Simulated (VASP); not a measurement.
# GdO (F-43m) in VASP: single point with PBE+U

Aim: the single point of GdO with PBE+U.

All numbers are computed with VASP 6.6.1; they aren't measurements. Logs are shortened: lines on timing, memory, paths and dates and some standing lists are left out, and cuts for length are marked.

## (1) The cell of the first run

It takes space group F-43m (No. 216, cubic). The conventional cell has a = 5.400 Å, b = 5.400 Å, c = 5.400 Å, α = 90.00°, β = 90.00°, γ = 90.00°. Within 3.1 Å of Gd (site symmetry -43m) lie 4 O at 2.34 Å. Within 3.1 Å of O (site symmetry -43m) lie 4 Gd at 2.34 Å.

## (2) Single point, PBE+U, collinear spin, ferromagnetic start

INCAR

```
SYSTEM = GdO
ALGO = Normal
EDIFF = 1E-6
ENCUT = 600
GGA = PE
GGA_COMPAT = .False.
ISIF = 2
ISMEAR = 0
ISPIN = 2
LASPH = .True.
LCHARG = .False.
LDAU = .True.
LDAUJ = 0 0
LDAUL = 3 -1
LDAUPRINT = 1
LDAUTYPE = 2
LDAUU = 6 0
LMAXMIX = 6
LORBIT = 11
LREAL = .False.
LWAVE = .False.
MAGMOM = 7 0
NBANDS = 23
NELM = 200
PREC = Accurate
SIGMA = 0.05
```

KPOINTS

```
k-points
0
Gamma
  8 8 8
  0 0 0
```

POSCAR

```
GdO
1.0
    0.0000000000      2.7000000000      2.7000000000
    2.7000000000      0.0000000000      2.7000000000
    2.7000000000      2.7000000000      0.0000000000
Gd O
1 1
Direct
    0.0000000000      0.0000000000      0.0000000000
    0.2500000000      0.2500000000      0.2500000000
```

Potentials or basis: VASP PAW PBE potentials, release 64 (Gd, O).

The run is started by

```sh
$ cat potpaw_PBE.64/Gd/POTCAR potpaw_PBE.64/O/POTCAR > POTCAR
$ mpirun -np 1 vasp_std > vasp.out
```

OUTCAR:

```text
SYSTEM = GdO
   EDIFF = 1E-6
   ENCUT = 600
   GGA = PE
   ISIF = 2
   ISMEAR = 0
   ISPIN = 2
   LASPH = .True.
   LORBIT = 11
   LREAL = .False.
   NELM = 200
   PREC = Accurate

 ion  position               nearest neighbor table
   1  0.000  0.000  0.000-   2 2.34   2 2.34   2 2.34   2 2.34
   2  0.250  0.250  0.250-   1 2.34   1 2.34   1 2.34   1 2.34

  LATTYP: Found a face centered cubic cell.
 ALAT       =     5.4000000000

  Lattice vectors:

 A1 = (   0.0000000000,   2.7000000000,   2.7000000000)
 A2 = (   2.7000000000,   0.0000000000,   2.7000000000)
 A3 = (   2.7000000000,   2.7000000000,   0.0000000000)

Analysis of symmetry for initial positions (statically):
=====================================================================
 Subroutine PRICEL returns:
 Original cell was already a primitive cell.

 Routine SETGRP: Setting up the symmetry group for a
 face centered cubic supercell.

 Subroutine GETGRP returns: Found 24 space group operations
 (whereof 24 operations were pure point group operations)
 out of a pool of 48 trial point group operations.

The static configuration has the point symmetry T_d .

Analysis of symmetry for dynamics (positions and initial velocities):
=====================================================================
 Subroutine PRICEL returns:
 Original cell was already a primitive cell.

 Routine SETGRP: Setting up the symmetry group for a
 face centered cubic supercell.

 Subroutine GETGRP returns: Found 24 space group operations
 (whereof 24 operations were pure point group operations)
 out of a pool of 48 trial point group operations.

The dynamic configuration has the point symmetry T_d .

Analysis of structural, dynamic, and magnetic symmetry:
=====================================================================
 Subroutine PRICEL returns:
 Original cell was already a primitive cell.

 Routine SETGRP: Setting up the symmetry group for a
 face centered cubic supercell.

 Subroutine GETGRP returns: Found 24 space group operations
 (whereof 24 operations were pure point group operations)
 out of a pool of 48 trial point group operations.

The overall configuration has the point symmetry T_d .

 Subroutine INISYM returns: Found 24 space group operations
 (whereof 24 operations are pure point group operations),
 and found     1 'primitive' translations

----------------------------------------------------------------------------------------

                                     Primitive cell

  volume of cell :      39.3660

  direct lattice vectors                    reciprocal lattice vectors
     0.000000000  2.700000000  2.700000000    -0.185185185  0.185185185  0.185185185
     2.700000000  0.000000000  2.700000000     0.185185185 -0.185185185  0.185185185
     2.700000000  2.700000000  0.000000000     0.185185185  0.185185185 -0.185185185

  length of vectors
     3.818376618  3.818376618  3.818376618     0.320750150  0.320750150  0.320750150

  position of ions in fractional coordinates (direct lattice)
     0.000000000  0.000000000  0.000000000
     0.250000000  0.250000000  0.250000000

  ion indices of the primitive-cell ions
   primitive index   ion index
                 1           1
                 2           2

----------------------------------------------------------------------------------------

 KPOINTS: k-points

Automatic generation of k-mesh.
 Grid dimensions read from file:
 generate k-points for:    8    8    8

 Generating k-lattice:

  Cartesian coordinates                     Fractional coordinates (reciprocal lattice)
    -0.023148148  0.023148148  0.023148148     0.125000000  0.000000000  0.000000000
[... 63 lines left out ...]
   IBRION =     -1    ionic relax: 0-MD 1-quasi-New 2-CG
   NFREE  =      0    steps in history (QN), initial steepest desc. (CG)
   ISIF   =      2    stress and relaxation
   ISYM   =      2    0-nonsym 1-usesym 2-fastsym
   POTIM  = 0.5000    time-step for ionic-motion
   TEBEG  =    0.0;   TEEND  =   0.0 temperature during run
   PSTRESS=    0.0 pullay stress
   NELECT =      24.0000    total number of electrons
   NUPDOWN=      -1.0000    fix difference up-down
   EMIN   =  10.00;   EMAX   =-10.00  energy-range for DOS
   EFERMI =   0.00;   METHOD = LEGACY
   ISMEAR =     0;   SIGMA  =   0.05  broadening in eV -4-tet -1-fermi 0-gaus
   EFERMI_NEDOS =   21; number of points for ismear=-14 and -15
   IALGO  =     38    algorithm
   IMIX   =      4    mixing-type and parameters
     AMIX     =   0.40;   BMIX     =  1.00
     AMIX_MAG =   1.60;   BMIX_MAG =  1.00
  volume/ion in A,a.u.               =      19.68       132.83
  Fermi-wavevector in a.u.,A,eV,Ry     =   1.388156  2.623234 26.218100  1.926976
  Thomas-Fermi vector in A             =   2.512309
   LORBIT       =     11    0 simple, 1 ext, 2 COOP (PROOUT), +10 PAW based schemes
 LDA+U is selected, type is set to LDAUTYPE =  2
   angular momentum for each species LDAUL =     3   -1
   U (eV)           for each species LDAUU =   6.0  0.0
   J (eV)           for each species LDAUJ =   0.0  0.0
   GGA     = PE    functional components
   LHFCALC =     F    Hartree Fock is set to
   AEXX    =    0.0000 exact exchange contribution
   IVDW    =     0    specifies the selected vdW correction
   LEPSILON=     F    determine dielectric tensor
   LRPA    =     F    only Hartree local field effects (RPA)
 spin polarized calculation
 Gauss-broadening in eV      SIGMA  =   0.05
  energy-cutoff  :      600.00
  volume of cell :       39.37
 maximum number of plane-waves:      1363
 NGX is ok and might be reduce to    32
   NGX = 15   NGY = 15   NGZ = 15

atom =   1  type =  1  l = 3

 onsite density matrix

spin component  1

  0.9919 -0.0000 -0.0001  0.0000 -0.0000 -0.0000 -0.0000
 -0.0000  0.9986 -0.0000 -0.0000  0.0000 -0.0000  0.0000
 -0.0001 -0.0000  0.9920 -0.0000 -0.0000 -0.0000 -0.0000
  0.0000 -0.0000 -0.0000  0.9919 -0.0000 -0.0000  0.0000
 -0.0000  0.0000 -0.0000 -0.0000  0.9920 -0.0000  0.0001
 -0.0000 -0.0000 -0.0000 -0.0000 -0.0000  0.9921  0.0000
 -0.0000  0.0000 -0.0000  0.0000  0.0001  0.0000  0.9919

spin component  2

  0.0034 -0.0000 -0.0001 -0.0000  0.0000  0.0000 -0.0000
 -0.0000  0.0095  0.0000 -0.0000  0.0000  0.0000  0.0000
 -0.0001  0.0000  0.0034 -0.0000  0.0000 -0.0000  0.0000
 -0.0000 -0.0000 -0.0000  0.0033  0.0000 -0.0000 -0.0000
  0.0000  0.0000  0.0000  0.0000  0.0034  0.0000  0.0001
  0.0000  0.0000 -0.0000 -0.0000  0.0000  0.0035 -0.0000
 -0.0000  0.0000  0.0000 -0.0000  0.0001 -0.0000  0.0034

 occupancies and eigenvectors

  o =  0.0033  v =  0.0000  0.0000  0.0000  0.0000  0.0000  0.0000  0.0000  0.0039 -0.0000  0.0030  0.0003 -0.6124 -0.0000  0.7906      0.0000  0.0000  0.0000  0.0000  0.0000  0.0000  0.0000  0.0000  0.0000  0.0000  0.0000  0.0000  0.0000  0.0000
  o =  0.0033  v =  0.0000  0.0000  0.0000  0.0000  0.0000  0.0000  0.0000  0.7906  0.0000  0.6124  0.0002  0.0030  0.0000 -0.0039      0.0000  0.0000  0.0000  0.0000  0.0000  0.0000  0.0000  0.0000  0.0000  0.0000  0.0000  0.0000  0.0000  0.0000
  o =  0.0033  v =  0.0000  0.0000  0.0000  0.0000  0.0000  0.0000  0.0000  0.0002 -0.0000  0.0001 -1.0000 -0.0002 -0.0000  0.0002      0.0000  0.0000  0.0000  0.0000  0.0000  0.0000  0.0000  0.0000  0.0000  0.0000  0.0000  0.0000  0.0000  0.0000
  o =  0.0035  v =  0.0000  0.0000  0.0000  0.0000  0.0000  0.0000  0.0000  0.6124  0.0000 -0.7906  0.0000  0.0053 -0.0002  0.0041      0.0000  0.0000  0.0000  0.0000  0.0000  0.0000  0.0000  0.0000  0.0000  0.0000  0.0000  0.0000  0.0000  0.0000
  o =  0.0035  v =  0.0000  0.0000  0.0000  0.0000  0.0000  0.0000  0.0000 -0.0041 -0.0000  0.0053 -0.0000  0.7906  0.0001  0.6124      0.0000  0.0000  0.0000  0.0000  0.0000  0.0000  0.0000  0.0000  0.0000  0.0000  0.0000  0.0000  0.0000  0.0000
  o =  0.0035  v =  0.0000  0.0000  0.0000  0.0000  0.0000  0.0000  0.0000 -0.0001  0.0000  0.0002  0.0000  0.0000 -1.0000  0.0000      0.0000  0.0000  0.0000  0.0000  0.0000  0.0000  0.0000  0.0000  0.0000  0.0000  0.0000  0.0000  0.0000  0.0000
  o =  0.0095  v =  0.0000  0.0000  0.0000  0.0000  0.0000  0.0000  0.0000 -0.0000  1.0000  0.0000 -0.0000  0.0000 -0.0000  0.0000      0.0000  0.0000  0.0000  0.0000  0.0000  0.0000  0.0000  0.0000  0.0000  0.0000  0.0000  0.0000  0.0000  0.0000
  o =  0.9919  v =  0.0000 -0.0000  0.0000 -0.9996 -0.0173  0.0000  0.0223  0.0000  0.0000  0.0000  0.0000  0.0000  0.0000  0.0000      0.0000  0.0000  0.0000  0.0000  0.0000  0.0000  0.0000  0.0000  0.0000  0.0000  0.0000  0.0000  0.0000  0.0000
  o =  0.9919  v =  0.0003  0.0000  0.0003  0.0282 -0.6121  0.0000  0.7903  0.0000  0.0000  0.0000  0.0000  0.0000  0.0000  0.0000      0.0000  0.0000  0.0000  0.0000  0.0000  0.0000  0.0000  0.0000  0.0000  0.0000  0.0000  0.0000  0.0000  0.0000
  o =  0.9919  v =  0.7906 -0.0000  0.6124  0.0000  0.0003  0.0000 -0.0003  0.0000  0.0000  0.0000  0.0000  0.0000  0.0000  0.0000      0.0000  0.0000  0.0000  0.0000  0.0000  0.0000  0.0000  0.0000  0.0000  0.0000  0.0000  0.0000  0.0000  0.0000
  o =  0.9921  v =  0.0001 -0.0000 -0.0001 -0.0000 -0.0002 -1.0000 -0.0001  0.0000  0.0000  0.0000  0.0000  0.0000  0.0000  0.0000      0.0000  0.0000  0.0000  0.0000  0.0000  0.0000  0.0000  0.0000  0.0000  0.0000  0.0000  0.0000  0.0000  0.0000
  o =  0.9921  v =  0.0004 -0.0000 -0.0005 -0.0000 -0.7906  0.0002 -0.6124  0.0000  0.0000  0.0000  0.0000  0.0000  0.0000  0.0000      0.0000  0.0000  0.0000  0.0000  0.0000  0.0000  0.0000  0.0000  0.0000  0.0000  0.0000  0.0000  0.0000  0.0000
  o =  0.9921  v =  0.6124  0.0000 -0.7906  0.0000  0.0005  0.0002  0.0004  0.0000  0.0000  0.0000  0.0000  0.0000  0.0000  0.0000      0.0000  0.0000  0.0000  0.0000  0.0000  0.0000  0.0000  0.0000  0.0000  0.0000  0.0000  0.0000  0.0000  0.0000
  o =  0.9986  v = -0.0000  1.0000  0.0000 -0.0000  0.0000 -0.0000 -0.0000  0.0000  0.0000  0.0000  0.0000  0.0000  0.0000  0.0000      0.0000  0.0000  0.0000  0.0000  0.0000  0.0000  0.0000  0.0000  0.0000  0.0000  0.0000  0.0000  0.0000  0.0000

 number of electron      24.0000004 magnetization       7.9414151

 Free energy of the ion-electron system (eV)
  ---------------------------------------------------
  ext. energy  EPLUGINS =         0.00000000
  ---------------------------------------------------
  free energy    TOTEN  =       -21.69984926 eV

  energy without entropy =      -21.69884914  energy(sigma->0) =      -21.69934920

 E-fermi :   4.0783     XC(G=0): -10.0851

 val. band max:        4.0568651239   @ k =   0.3750   0.1250   0.0000
 cond. band min:       4.0797474886   @ k =   0.3750   0.0000   0.0000
 fundamental gap:      0.0228823647
 Fermi energy:         4.0782845475

 spin component 1

 k-point     1 :       0.0000    0.0000    0.0000
  band No.  band energies     occupation
      1     -41.8510      1.00000
      2     -19.0367      1.00000
      3     -19.0367      1.00000
      4     -19.0367      1.00000
      5     -15.3379      1.00000
      6      -4.4194      1.00000
[... 1241 lines left out ...]
     22      13.1436      0.00000
     23      16.7827      0.00000

 [... further k-points ...]

------------------------ aborting loop because EDIFF is reached ----------------------------------------

  FORCE on cell =-STRESS in cart. coord.  units (eV):
  Direction    XX          YY          ZZ          XY          YZ          ZX
  --------------------------------------------------------------------------------------
  -------------------------------------------------------------------------------------
  Total       -0.0523363     -0.0523363     -0.0523363      0.0000000      0.0000000     -0.0000000
  in kB       -2.1300626     -2.1300626     -2.1300626      0.0000000      0.0000000     -0.0000000
  external PRESSURE =      -2.1300626 kB  Pullay stress =       0.0000000 kB

 VOLUME and BASIS-vectors are now :
 -----------------------------------------------------------------------------
  energy-cutoff  :      600.00
  volume of cell :       39.37
      direct lattice vectors                 reciprocal lattice vectors
     0.000000000  2.700000000  2.700000000    -0.185185185  0.185185185  0.185185185
     2.700000000  0.000000000  2.700000000     0.185185185 -0.185185185  0.185185185
     2.700000000  2.700000000  0.000000000     0.185185185  0.185185185 -0.185185185

 POSITION                                       TOTAL-FORCE (eV/Angst)
 -----------------------------------------------------------------------------------
      0.00000      0.00000      0.00000         0.000000      0.000000      0.000000
      1.35000      1.35000      1.35000        -0.000000     -0.000000     -0.000000
 -----------------------------------------------------------------------------------
    total drift:                               -0.000000     -0.000000     -0.000000

  FREE ENERGIE OF THE ION-ELECTRON SYSTEM (eV)
  ---------------------------------------------------
  free  energy   TOTEN  =       -21.6998492596 eV

  energy  without entropy=      -21.6988491388  energy(sigma->0) =      -21.69934920

 total charge

# of ion       s       p       d       f       tot
--------------------------------------------------
    1        2.034   5.642   0.512   6.973  15.161
    2        1.564   3.438   0.000   0.000   5.002
--------------------------------------------------
tot          3.598   9.080   0.512   6.973  20.163

 magnetization (x)

# of ion       s       p       d       f       tot
--------------------------------------------------
    1        0.006  -0.057   0.206   6.915   7.070
    2        0.005   0.003   0.000   0.000   0.009
--------------------------------------------------
tot          0.011  -0.053   0.206   6.915   7.079
```

Run time: 1.7 min. Hardware: 1 thread of Intel Xeon Platinum 8375C at 2.90GHz (Ice Lake), shared host; peak memory 0.23 GiB.

Results:

| Item | Value |
| --- | --- |
| Free energy | -21.6998 eV |
| Pressure | -0.2 GPa |
| Net moment | 7.94 μB per cell |
| Site moments | Gd +7.07; O +0.01 μB |
| Valence electrons inside the program's atomic spheres | Gd 15.16; O 5.00 |

Eigenvalues of the final occupation matrices:
```tsv
site	spin	trace	eigenvalues
site 1 f	1	6.95	0.99 0.99 0.99 0.99 0.99 0.99 1.00
site 1 f	2	0.03	0.00 0.00 0.00 0.00 0.00 0.00 0.01
```

Caveat: spin-orbit coupling is left out, which moves the levels of the heavy elements; a cell with one magnetic atom can't hold antiferromagnetic order, which such compounds often take.
